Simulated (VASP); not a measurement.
# Ni (Fm-3m) in VASP: notebook, part 2 of 2

VASP 6.6.1. Earlier steps stand in the parts before.

## (3) Relaxation of cell and atoms, PBEsol-based screened hybrid with 25 % exact exchange, collinear spin, ferromagnetic start

Contents of POSCAR:

```
Ni
1.0
    0.0000000000      1.7375729330      1.7375729330
    1.7375729330      0.0000000000      1.7375729330
    1.7375729330      1.7375729330      0.0000000000
Ni
1
Direct
    0.0000000000      0.0000000000      0.0000000000
```

Contents of INCAR.step1:

```
PREC = Accurate
ENCUT = 600
EDIFF = 1E-5
ISMEAR = -1
SIGMA = 0.05
LREAL = False
LASPH = True
NELM = 150
ALGO = Normal
LWAVE = True
LCHARG = False
ISPIN = 2
MAGMOM = 1
LORBIT = 11
LMAXMIX = 4
GGA = PE
NBANDS = 15
```

Contents of INCAR.step2:

```
PREC = Accurate
ENCUT = 600
EDIFF = 1E-6
ISMEAR = -1
SIGMA = 0.05
LREAL = False
LASPH = True
NELM = 150
ALGO = Normal
ISIF = 3
LWAVE = False
LCHARG = False
ISPIN = 2
MAGMOM = 1
LORBIT = 11
LMAXMIX = 4
GGA = PS
LHFCALC = True
AEXX = 0.25
HFSCREEN = 0.207
PRECFOCK = Normal
IBRION = 2
NSW = 60
EDIFFG = -0.01
ISTART = 1
```

Contents of KPOINTS:

```
Automatic mesh
0
Gamma
  7 7 7
```

Potentials or basis: VASP PAW PBE potentials, release 64 (Ni).

The run is started by

```console
$ cat potpaw_PBE.64/Ni/POTCAR > POTCAR
$ cp INCAR.step1 INCAR
$ mpirun -np 1 vasp_std > vasp.out
$ cp INCAR.step2 INCAR
$ mpirun -np 1 vasp_std > vasp.out
```

OUTCAR:

```text
PREC = Accurate
   ENCUT = 600
   EDIFF = 1E-6
   ISMEAR = -1
   LREAL = False
   LASPH = True
   NELM = 150
   ISIF = 3
   ISPIN = 2
   LORBIT = 11
   GGA = PS
   LHFCALC = True
   AEXX = 0.25
   HFSCREEN = 0.207
   PRECFOCK = Normal
   IBRION = 2
   NSW = 60
   EDIFFG = -0.01
   ISTART = 1

 ion  position               nearest neighbor table
   1  0.000  0.000  0.000-

  LATTYP: Found a face centered cubic cell.
 ALAT       =     3.4751458660

  Lattice vectors:

 A1 = (   0.0000000000,   1.7375729330,   1.7375729330)
 A2 = (   1.7375729330,   0.0000000000,   1.7375729330)
 A3 = (   1.7375729330,   1.7375729330,   0.0000000000)

Analysis of symmetry for initial positions (statically):
=====================================================================
 Subroutine PRICEL returns:
 Original cell was already a primitive cell.

 Routine SETGRP: Setting up the symmetry group for a
 face centered cubic supercell.

 Subroutine GETGRP returns: Found 48 space group operations
 (whereof 48 operations were pure point group operations)
 out of a pool of 48 trial point group operations.

The static configuration has the point symmetry O_h .

Analysis of symmetry for dynamics (positions and initial velocities):
=====================================================================
 Subroutine PRICEL returns:
 Original cell was already a primitive cell.

 Routine SETGRP: Setting up the symmetry group for a
 face centered cubic supercell.

 Subroutine GETGRP returns: Found 48 space group operations
 (whereof 48 operations were pure point group operations)
 out of a pool of 48 trial point group operations.

The dynamic configuration has the point symmetry O_h .

Analysis of structural, dynamic, and magnetic symmetry:
=====================================================================
 Subroutine PRICEL returns:
 Original cell was already a primitive cell.

 Routine SETGRP: Setting up the symmetry group for a
 face centered cubic supercell.

 Subroutine GETGRP returns: Found 48 space group operations
 (whereof 48 operations were pure point group operations)
 out of a pool of 48 trial point group operations.

The overall configuration has the point symmetry O_h .

 Subroutine INISYM returns: Found 48 space group operations
 (whereof 48 operations are pure point group operations),
 and found     1 'primitive' translations

----------------------------------------------------------------------------------------

                                     Primitive cell

  volume of cell :      10.4920

  direct lattice vectors                    reciprocal lattice vectors
     0.000000000  1.737572933  1.737572933    -0.287757705  0.287757705  0.287757705
     1.737572933  0.000000000  1.737572933     0.287757705 -0.287757705  0.287757705
     1.737572933  1.737572933  0.000000000     0.287757705  0.287757705 -0.287757705

  length of vectors
     2.457299207  2.457299207  2.457299207     0.498410966  0.498410966  0.498410966

  position of ions in fractional coordinates (direct lattice)
     0.000000000  0.000000000  0.000000000

  ion indices of the primitive-cell ions
   primitive index   ion index
                 1           1

----------------------------------------------------------------------------------------

[... 63 lines left out ...]
   NELM   =    150;   NELMIN=  2; NELMDL=  0     # of ELM steps
   EDIFF  = 0.1E-05   stopping-criterion for ELM
   LREAL  =      F    real-space projection
   EDIFFG = -.1E-01   stopping-criterion for IOM
   NSW    =     60    number of steps for IOM
   IBRION =      2    ionic relax: 0-MD 1-quasi-New 2-CG
   NFREE  =      1    steps in history (QN), initial steepest desc. (CG)
   ISIF   =      3    stress and relaxation
   ISYM   =      3    0-nonsym 1-usesym 2-fastsym
   POTIM  = 0.5000    time-step for ionic-motion
   TEBEG  =    0.0;   TEEND  =   0.0 temperature during run
   PSTRESS=    0.0 pullay stress
   NELECT =      10.0000    total number of electrons
   NUPDOWN=      -1.0000    fix difference up-down
   EMIN   =  10.00;   EMAX   =-10.00  energy-range for DOS
   EFERMI =   0.00;   METHOD = LEGACY
   ISMEAR =    -1;   SIGMA  =   0.05  broadening in eV -4-tet -1-fermi 0-gaus
   EFERMI_NEDOS =   21; number of points for ismear=-14 and -15
   IALGO  =     38    algorithm
   IMIX   =      1    mixing-type and parameters
     AMIX     =   0.40;   BMIX     =  1.00
     AMIX_MAG =   1.60;   BMIX_MAG =  1.00
  volume/ion in A,a.u.               =      10.49        70.80
  Fermi-wavevector in a.u.,A,eV,Ry     =   1.611097  3.044533 35.315755  2.595635
  Thomas-Fermi vector in A             =   2.706542
   LORBIT       =     11    0 simple, 1 ext, 2 COOP (PROOUT), +10 PAW based schemes
   GGA     = PS    functional components
   LHFCALC =     T    Hartree Fock is set to
   PRECFOCK=normal    Normal, Fast or Accurate (Low or Medium for compatibility)
   ENCUT4O =  -1.0   cutoff for four orbital integrals eV
   NKREDX  =     1    reduce k-point grid by
   NKREDY  =     1    reduce k-point grid by
   NKREDZ  =     1    reduce k-point grid by
   AEXX    =    0.2500 exact exchange contribution
   HFSCREEN=    0.2070 screening length (either q_TF or 0.3 A-1)
   HFSCREENC=   0.2070 screening length for correlation (either q_TF or 0.3 A-1)
   ENCUTFOCK=  -1.0 apply spherical cutoff to Coloumb kernel
   IVDW    =     0    specifies the selected vdW correction
   LEPSILON=     F    determine dielectric tensor
   LRPA    =     F    only Hartree local field effects (RPA)
 conjugate gradient relaxation of ions
 spin polarized calculation
  energy-cutoff  :      600.00
  volume of cell :       10.49
 maximum number of plane-waves:       359
  NGX = 16; NGY = 16; NGZ = 16

--------------------------------------- Ionic step        1  -------------------------------------------

 number of electron       9.9999999 magnetization       0.9842799

 Free energy of the ion-electron system (eV)
  ---------------------------------------------------
  ext. energy  EPLUGINS =         0.00000000
  ---------------------------------------------------
  free energy    TOTEN  =        -6.86022940 eV

  energy without entropy =       -6.85893289  energy(sigma->0) =       -6.85958115

------------------------ aborting loop because EDIFF is reached ----------------------------------------

  FORCE on cell =-STRESS in cart. coord.  units (eV):
  Direction    XX          YY          ZZ          XY          YZ          ZX
  --------------------------------------------------------------------------------------
  -------------------------------------------------------------------------------------
  Total       -0.0495847     -0.0495847     -0.0495847      0.0000000     -0.0000000      0.0000000
  in kB       -7.5718040     -7.5718040     -7.5718040      0.0000000     -0.0000000      0.0000000
  external PRESSURE =      -7.5718040 kB  Pullay stress =       0.0000000 kB
[... 57 lines left out ...]
--------------------------------------- Ionic step        3  -------------------------------------------

 number of electron       9.9999997 magnetization       0.9837041

 Free energy of the ion-electron system (eV)
  ---------------------------------------------------
  ext. energy  EPLUGINS =         0.00000000
  ---------------------------------------------------
  free energy    TOTEN  =        -6.86037910 eV

  energy without entropy =       -6.85905295  energy(sigma->0) =       -6.85971603

 E-fermi :   9.7886     XC(G=0): -11.0790

 val. band max:        9.5646035753   @ k =   0.4286   0.2857   0.0000
 cond. band min:       9.8707059647   @ k =  -0.2857   0.2857   0.0000
 fundamental gap:      0.3061023894
 Fermi energy:         9.7885647941

 spin component 1

 k-point     1 :       0.0000    0.0000    0.0000
  band No.  band energies     occupation
      1      -0.7869      1.00000
      2       4.7241      1.00000
      3       4.7241      1.00000
      4       4.7241      1.00000
      5       6.1883      1.00000
      6       6.1883      1.00000
      7      35.0925      0.00000
      8      39.4339      0.00000
      9      39.4339      0.00000
     10      39.4339      0.00000
[... 235 lines left out ...]
 k-point    20 :      -0.2857    0.4286    0.1429
  band No.  band energies     occupation
      1       3.6668      1.00000
      2       3.9046      1.00000
      3       4.6212      1.00000
      4       6.2214      1.00000
      5       6.7830      1.00000
      6      16.9724      0.00000
      7      17.4956      0.00000
      8      21.2016      0.00000
      9      24.9017      0.00000
     10      38.3748      0.00000
 Fermi energy:         9.7885647941

 spin component 2

 k-point     1 :       0.0000    0.0000    0.0000
  band No.  band energies     occupation
      1      -0.9794      1.00000
      2       7.4089      1.00000
      3       7.4089      1.00000
      4       7.5938      1.00000
      5       7.5938      1.00000
      6       7.5938      1.00000
      7      34.6547      0.00000
      8      39.3267      0.00000
      9      39.3267      0.00000
     10      39.3267      0.00000
[... 273 lines left out ...]
  FREE ENERGIE OF THE ION-ELECTRON SYSTEM (eV)
  ---------------------------------------------------
  free  energy   TOTEN  =        -6.8603791025 eV

  energy  without entropy=       -6.8590529489  energy(sigma->0) =       -6.85971603

 reached required accuracy - stopping structural energy minimisation

 total charge

# of ion       s       p       d       tot
------------------------------------------
    1        0.531   0.550   8.346   9.427

 magnetization (x)

# of ion       s       p       d       tot
------------------------------------------
    1       -0.006  -0.054   1.055   0.994
```

Wall time 2.1 h (1 thread of Oxide Virtual Turin-like, shared host); peak memory 0.21 GiB.

Results:

| Property | Result |
| --- | --- |
| Free energy | -6.8604 eV |
| Relaxed volume | 10.44 Å³/atom |
| Relaxed cell | a = 2.453 Å, b = 2.453 Å, c = 2.453 Å, α = 60.00°, β = 60.00°, γ = 60.00° |
| Space group after relaxing (to 0.1 Å) | Fm-3m (No. 225) |
| Energy gained by relaxing | 0.1 meV/atom |
| Ionic steps | 3 |
| Pressure after relaxing | -0.1 GPa |
| Net moment | 0.98 μB per cell |
| Site moments | Ni +0.99 μB |
| Valence electrons inside the program's atomic spheres | Ni 9.43 |

The path:
```csv
step,energy change (eV),largest force (eV/Å),pressure (GPa),volume (Å³)
1,0.0000,0.0000,-0.76,10.49
2,-0.0001,0.0000,0.68,10.42
3,-0.0001,0.0000,-0.10,10.44
```

Final structure:
```
Ni
1.0
     0.00000    1.73470    1.73470
     1.73470    0.00000    1.73470
     1.73470    1.73470    0.00000
Ni
1
Direct
  0.00000 0.00000 0.00000
```

Caveat: the k points lie up to 0.45 Å⁻¹ apart in the final cell; the PAW data sets were made with another functional, which shifts forces and pressure a little.

## (4) Single point, PBE0, collinear spin, ferromagnetic start

POSCAR is that of step 3.

Contents of INCAR.step1:

```
SYSTEM = Ni
PREC     = Accurate       ! precision mode
ENCUT    = 520            ! plane-wave cutoff, eV
EDIFF    = 1E-5           ! SCF threshold, eV
ISMEAR   = -1             ! smearing method
SIGMA    = 0.05           ! smearing width, eV
LREAL    = .False.        ! projectors in reciprocal space
LASPH    = .True.         ! aspherical terms in the spheres
NELM     = 150            ! most SCF steps
ALGO     = Normal         ! electronic algorithm
ISIF     = 2              ! what is computed and relaxed
LWAVE    = .True.         ! write WAVECAR
LCHARG   = .False.        ! write CHGCAR
ISPIN    = 2              ! spin polarisation
MAGMOM   = 1              ! initial moments
LORBIT   = 11             ! projections on sites
LMAXMIX  = 4              ! l up to which the mixer works
NBANDS   = 15             ! bands
GGA      = PE             ! functional
```

Contents of INCAR.step2:

```
SYSTEM = Ni
PREC     = Accurate       ! precision mode
ENCUT    = 520            ! plane-wave cutoff, eV
EDIFF    = 1E-6           ! SCF threshold, eV
ISMEAR   = -1             ! smearing method
SIGMA    = 0.05           ! smearing width, eV
LREAL    = .False.        ! projectors in reciprocal space
LASPH    = .True.         ! aspherical terms in the spheres
NELM     = 150            ! most SCF steps
ALGO     = Normal         ! electronic algorithm
ISIF     = 2              ! what is computed and relaxed
LWAVE    = .False.        ! write WAVECAR
LCHARG   = .False.        ! write CHGCAR
ISPIN    = 2              ! spin polarisation
MAGMOM   = 1              ! initial moments
LORBIT   = 11             ! projections on sites
LMAXMIX  = 4              ! l up to which the mixer works
GGA      = PE             ! functional
LHFCALC  = .True.         ! exact exchange
AEXX     = 0.25           ! exact-exchange fraction
PRECFOCK = Normal       
NBANDS   = 15             ! bands
ISTART   = 1
```

Contents of KPOINTS:

```
Automatic mesh
0
Gamma
  8 8 8
  0 0 0
```

Potentials or basis: VASP PAW PBE potentials, release 64 (Ni).

The run is started by

```console
$ cat potpaw_PBE.64/Ni/POTCAR > POTCAR
$ cp INCAR.step1 INCAR
$ mpirun -np 1 vasp_std > vasp.out
$ cp INCAR.step2 INCAR
$ mpirun -np 1 vasp_std > vasp.out
```

OUTCAR:

```text
SYSTEM = Ni
   PREC = Accurate
   ENCUT = 520
   EDIFF = 1E-6
   ISMEAR = -1
   LREAL = .False.
   LASPH = .True.
   NELM = 150
   ISIF = 2
   ISPIN = 2
   LORBIT = 11
   GGA = PE
   LHFCALC = .True.
   AEXX = 0.25
   PRECFOCK = Normal
   ISTART = 1

 ion  position               nearest neighbor table
   1  0.000  0.000  0.000-

  LATTYP: Found a face centered cubic cell.
 ALAT       =     3.4751458660

  Lattice vectors:

 A1 = (   0.0000000000,   1.7375729330,   1.7375729330)
 A2 = (   1.7375729330,   0.0000000000,   1.7375729330)
 A3 = (   1.7375729330,   1.7375729330,   0.0000000000)

Analysis of symmetry for initial positions (statically):
=====================================================================
 Subroutine PRICEL returns:
 Original cell was already a primitive cell.

 Routine SETGRP: Setting up the symmetry group for a
 face centered cubic supercell.

 Subroutine GETGRP returns: Found 48 space group operations
 (whereof 48 operations were pure point group operations)
 out of a pool of 48 trial point group operations.

[... 638 lines left out ...]
     11      43.2928      0.00000
     12      43.2928      0.00000
     13      43.2928      0.00000
     14      45.3503      0.00000
[... 403 lines left out ...]
      4       6.9370      1.00000
      5      10.4747      0.00000
      6      14.2868      0.00000
      7      17.9929      0.00000
      8      27.6768      0.00000
      9      28.9019      0.00000
     10      37.7565      0.00000
     11      42.2806      0.00000
     12      49.6014      0.00000
     13      52.5627      0.00000
     14      53.4721      0.00000
     15      55.3780      0.00000

 [... further k-points ...]

------------------------ aborting loop because EDIFF is reached ----------------------------------------

  FORCE on cell =-STRESS in cart. coord.  units (eV):
  Direction    XX          YY          ZZ          XY          YZ          ZX
  --------------------------------------------------------------------------------------
  -------------------------------------------------------------------------------------
  Total        0.1992154      0.1992154      0.1992154      0.0000000      0.0000000      0.0000000
  in kB       30.4210692     30.4210692     30.4210692      0.0000000      0.0000000      0.0000000
  external PRESSURE =      30.4210692 kB  Pullay stress =       0.0000000 kB

 VOLUME and BASIS-vectors are now :
 -----------------------------------------------------------------------------
  energy-cutoff  :      520.00
  volume of cell :       10.49
      direct lattice vectors                 reciprocal lattice vectors
     0.000000000  1.737572933  1.737572933    -0.287757705  0.287757705  0.287757705
     1.737572933  0.000000000  1.737572933     0.287757705 -0.287757705  0.287757705
     1.737572933  1.737572933  0.000000000     0.287757705  0.287757705 -0.287757705

 POSITION                                       TOTAL-FORCE (eV/Angst)
 -----------------------------------------------------------------------------------
      0.00000      0.00000      0.00000         0.000000      0.000000      0.000000
 -----------------------------------------------------------------------------------
    total drift:                                0.000000      0.000000      0.000000

  FREE ENERGIE OF THE ION-ELECTRON SYSTEM (eV)
  ---------------------------------------------------
  free  energy   TOTEN  =        -6.8898917858 eV

  energy  without entropy=       -6.8881647114  energy(sigma->0) =       -6.88902825

 total charge

# of ion       s       p       d       tot
------------------------------------------
    1        0.505   0.515   8.403   9.423

 magnetization (x)

# of ion       s       p       d       tot
------------------------------------------
    1       -0.028  -0.087   0.845   0.730
```

OSZICAR.step1:

```text
N       E                     dE             d eps       ncg     rms          rms(c)
DAV:   1     0.305150569315E+02    0.30515E+02   -0.42038E+03  1906   0.863E+02
DAV:   2    -0.518609610330E+01   -0.35701E+02   -0.33158E+02  1971   0.156E+02
DAV:   3    -0.647812841420E+01   -0.12920E+01   -0.12863E+01  2118   0.296E+01
DAV:   4    -0.648557215484E+01   -0.74437E-02   -0.74424E-02  2174   0.210E+00
DAV:   5    -0.648565630244E+01   -0.84148E-04   -0.84146E-04  2142   0.199E-01    0.102E+01
DAV:   6    -0.576106440741E+01    0.72459E+00   -0.12567E+01  2490   0.391E+01    0.557E+00
DAV:   7    -0.548808880854E+01    0.27298E+00   -0.19476E+00  2181   0.142E+01    0.213E+00
DAV:   8    -0.546934867928E+01    0.18740E-01   -0.34586E-02  2344   0.143E+00    0.102E+00
DAV:   9    -0.546729029948E+01    0.20584E-02   -0.18406E-03  2820   0.270E-01    0.247E-01
DAV:  10    -0.546688313326E+01    0.40717E-03   -0.46991E-04  2604   0.121E-01    0.453E-02
DAV:  11    -0.546688792239E+01   -0.47891E-05   -0.65801E-06  1618   0.254E-02
   1 F= -.54668879E+01 E0= -.54595735E+01  d E =-.146289E-01  mag=     0.6974
```

Run time: 68 min. Hardware: 1 thread of Oxide Virtual Turin-like, shared host; peak memory 0.1 GiB.

Results:

```yaml
Free_energy: -6.8899 eV
Pressure: 3.0 GPa
Net_moment: 0.70 μB per cell
Site_moments: Ni +0.73 μB
Valence_electrons_inside_the_program's_atomic_spheres: Ni 9.42
```

Caveat: the k points lie up to 0.39 Å⁻¹ apart; the PAW data sets were made with another functional, which shifts forces and pressure a little.

## (5) Summary

```csv
task,level,potentials or basis,cell,k mesh,cutoff (eV),share of exact exchange,screening parameter,gap on the mesh (eV),pressure (GPa),moment (μB)
single point,B3LYP,"VASP PAW PBE potentials, release 64 (Ni_sv_GW)",as given,7 × 7 × 7,510,0.2,-,none,10.5,0.85
relaxation of cell and atoms,PBEsol-based screened hybrid with 25 % exact exchange,"VASP PAW PBE potentials, release 64 (Ni)",relaxed,7 × 7 × 7,600,0.25,0.207 1/Å,none,-0.1,0.98
single point,PBE0,"VASP PAW PBE potentials, release 64 (Ni)",as given,8 × 8 × 8,520,0.25,-,none,3.0,0.70
```

Alike in all rows: spin collinear, ferromagnetic start; smearing fermi-dirac 0.05 eV.

Caveats: all runs use coarse meshes; the PAW data sets were made with another functional, which shifts forces and pressure a little.

Total energies depend on the potentials used, so only differences within one code and one set of settings carry meaning.

The gap in the log of VASP goes by the Fermi energy; the results here count the filled bands.